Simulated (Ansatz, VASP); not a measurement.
**Li3Nb2O6 in VASP and in Ansatz**

```
Li O Nb
1.0
     5.19520    0.00000    0.00000
    -2.59760    4.49917    0.00000
     0.00000    0.00000   25.11874
Li O Nb
6 12 4
Direct
  0.33333 0.66667 0.29858
  0.00000 0.00000 0.32501
  0.00000 0.00000 0.48679
  0.66667 0.33333 0.51321
  0.66667 0.33333 0.67499
  0.33333 0.66667 0.70142
  0.36219 0.37901 0.36193
  0.62099 0.98319 0.36193
  0.01681 0.63781 0.36193
  0.63781 0.62099 0.44987
  0.37901 0.01681 0.44987
  0.98319 0.36219 0.44987
  0.02886 0.71234 0.55013
  0.28766 0.31652 0.55013
  0.68348 0.97114 0.55013
  0.30447 0.95433 0.63807
  0.04567 0.35015 0.63807
  0.64985 0.69553 0.63807
  0.66667 0.33333 0.39337
  0.33333 0.66667 0.41843
  0.33333 0.66667 0.58157
  0.00000 0.00000 0.60663
```

Alike in both runs: task single point; functional PBEsol; k mesh 2 × 2 × 1; occupations gaussian, width 0.05 eV; no spin polarisation.

|  | VASP | Ansatz |
| --- | --- | --- |
| version | VASP 6.6.1 | Ansatz 0.2.0 |
| potentials or method | VASP PAW PBE potentials, release 64 (Li_sv, O, Nb_sv), cutoff 520 eV | scalar-relativistic, plane waves, PAW |
| valence electrons in the cell | 142 | 142 |

```csv
,VASP,Ansatz,Ansatz less VASP
gap on the k mesh at the Fermi level (eV),none,none,-
rms of the force components (eV/Å),0.653,0.647,-0.0062
```

VASP's potentials were made for PBE, not for PBEsol. A gap of «none» marks a metal or a gap that the smearing closes.

The k mesh is coarse, so the values compare programs but aren't converged. Noted on VASP's run: the cutoff is short for stress, so the pressure is rough.
